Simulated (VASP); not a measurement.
A run of VASP 6.6.1 is set up as follows.

Contents of INCAR:

```
SYSTEM = Cu
PREC = Accurate
ENCUT = 520
EDIFF = 1E-7
ISMEAR = -1
SIGMA = 0.05
LREAL = .FALSE.
LASPH = .TRUE.
NELM = 60
ALGO = Normal
ISIF = 2
LWAVE = .FALSE.
LCHARG = .FALSE.
GGA = PE
NBANDS = 18
```

Contents of KPOINTS:

```
regular mesh
0
G
  15 15 15
  0 0 0
```

The input POSCAR:

```
Cu
1.0
    0.0000000000      2.3393647962      2.3393647962
    2.3393647962      0.0000000000      2.3393647962
    2.3393647962      2.3393647962      0.0000000000
Cu
2
Direct
   -0.1250000000     -0.1250000000     -0.1250000000
    0.1250000000      0.1250000000      0.1250000000
```

Potentials or basis: VASP PAW PBE potentials, release 64 (Cu).

Run with:

```console
$ cat potpaw_PBE.64/Cu/POTCAR > POTCAR
$ mpirun -np 1 vasp_std > vasp.out
```

(1) What does it give for the band gap on the k mesh?

(2) What does it give for the pressure?

Answers

(1) zero (band 11 reaches 7.55 eV, above the bottom of band 12 at 6.63 eV).

(2) 60.0 GPa.
